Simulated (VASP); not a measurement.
A run of VASP 6.6.1:

File INCAR:

```
SYSTEM = GaSb
PREC = Accurate ; ENCUT = 520
EDIFF = 1E-6 ; ISMEAR = -1
SIGMA = 0.15 ; LREAL = .False.
LASPH = .True. ; NELM = 60
ALGO = Normal ; ISIF = 2
LWAVE = .False. ; LCHARG = .False.
GGA = PS ; NBANDS = 16
```

KPOINTS

```
regular mesh
0
Gamma
  12 12 12
  0 0 0
```

Contents of POSCAR:

```
GaSb
1.0
    0.0000000000      3.0199227350      3.0199227350
    3.0199227350      0.0000000000      3.0199227350
    3.0199227350      3.0199227350      0.0000000000
Ga Sb
1 1
Direct
    0.0000000000      0.0000000000      0.0000000000
    0.7500000000      0.7500000000      0.7500000000
```

Potentials or basis: VASP PAW PBE potentials, release 64 (Ga_d, Sb).

Launch:

```bash
$ cat potpaw_PBE.64/Ga_d/POTCAR potpaw_PBE.64/Sb/POTCAR > POTCAR
$ mpirun -np 1 vasp_std > vasp.out
```

Hardware: 1 thread of Intel(R) Xeon(R) Platinum 8488C (Sapphire Rapids), on a shared host.

**Question.** Estimate the wall time of this run.

**Answer.** It took 25 s on 1 thread of Intel(R) Xeon(R) Platinum 8488C (Sapphire Rapids) (shared host), peak memory 0.21 GiB. Counts: scf iterations 12, k points 72.
